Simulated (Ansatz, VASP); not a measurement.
# One calculation of MgO, two programs

Contents of POSCAR:

```
MgO
1.0
    0.0000000000      2.1351491430      2.1351491430
    2.1351491430      0.0000000000      2.1351491430
    2.1351491430      2.1351491430      0.0000000000
Mg O
1 1
Direct
    0.0000000000      0.0000000000      0.0000000000
    0.5000000000      0.5000000000      0.5000000000
```

The input INCAR.step1:

```
  PREC = Accurate
  ENCUT = 520
  EDIFF = 1E-5
  ISMEAR = 0
  SIGMA = 0.05
  LREAL = False
  LASPH = True
  NELM = 80
  ALGO = Normal
  ISIF = 2
  LWAVE = True
  LCHARG = False
  NBANDS = 11
  GGA = PE
```

The input INCAR.step2:

```
  PREC = Accurate
  ENCUT = 520
  EDIFF = 1E-6
  ISMEAR = 0
  SIGMA = 0.05
  LREAL = False
  LASPH = True
  NELM = 80
  ALGO = Normal
  ISIF = 2
  LWAVE = False
  LCHARG = False
  GGA = PE
  LHFCALC = True
  AEXX = 0.35
  PRECFOCK = Normal
  NBANDS = 11
  ISTART = 1
```

Contents of KPOINTS:

```
Automatic mesh
0
Gamma
  6 6 6
```

Input for Ansatz:

```yaml
crystal:
  lattice:
    - [0.0, 2.135149143, 2.135149143]
    - [2.135149143, 0.0, 2.135149143]
    - [2.135149143, 2.135149143, 0.0]
  atoms:
    - { symbol: Mg, position: [0.0, 0.0, 0.0] }
    - { symbol: O, position: [0.5, 0.5, 0.5] }
basis:
  ecutwfc: 420
  ecutrho_ratio: 4
kpoints:
  mp_grid: { grid: [6, 6, 6] }
hamiltonian:
  xc: { exchange: pbe, correlation: pbe, exx: { coeff: 0.35 } }
scf:
  occupations: { method: gaussian, width: 0.05 }
  n_extra_bands: 9
output:
  forces: true
  stress: true
  eigenvalues: true
  populations: true
  dos: { projected: true, de: 0.02 }
```

Alike in both runs: task single point; functional PBE-based global hybrid; k mesh 6 × 6 × 6; occupations gaussian, width 0.05 eV; no spin polarisation.

|  | VASP | Ansatz |
| --- | --- | --- |
| version | VASP 6.6.1 | Ansatz 0.2.0 |
| potentials or method | VASP PAW PBE potentials, release 64 (Mg, O), cutoff 520 eV | scalar-relativistic, plane waves, PAW |
| valence electrons in the cell | 8 | 16 |

|  | VASP | Ansatz | Ansatz less VASP |
| --- | --- | --- | --- |
| gap on the k mesh at the Fermi level (eV) | 7.77 | 7.80 | +0.032 |
| least direct gap on the mesh (eV) | 7.77 | 7.80 | +0.032 |
| pressure (GPa) | -9.8 | -9.4 | +0.40 |

VASP's potentials were made for PBE, not for PBE-based global hybrid. VASP's potentials hold 8 valence electrons a cell and Ansatz's 16, so a difference there can come from the potentials and not from the codes. Ansatz's warnings: stress exchange threshold loose, stress scf threshold loose.

The k mesh is coarse, so the values compare programs but aren't converged.
